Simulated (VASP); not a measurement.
CuI:

```
Cu I
1.0
     0.00000    3.03150    3.03150
     3.03150    0.00000    3.03150
     3.03150    3.03150    0.00000
Cu I
1 1
Cartesian
  1.5157 1.5157 1.5157
  0.0000 0.0000 0.0000
```

Program: VASP 6.6.1. Alike in all runs: task single point; no spin polarisation; cell as given; k mesh 6 × 6 × 6; cutoff (eV) 520; smearing gaussian 0.01 eV.

Question: Order these runs on this cell by their band gap on the k mesh, lowest first.
A. level r2SCAN; potentials or basis VASP PAW PBE potentials, release 64 (Cu, I)
B. level LDA; potentials or basis VASP PAW LDA potentials, release 64 (Cu, I)
C. level RPBE; potentials or basis VASP PAW PBE potentials, release 64 (Cu, I)

Answer: B (1.00 eV), C (1.28 eV), A (1.61 eV).

Caveats: spin-orbit coupling is left out, which moves the levels of the heavy elements; the cell stands under tension (at least some runs).
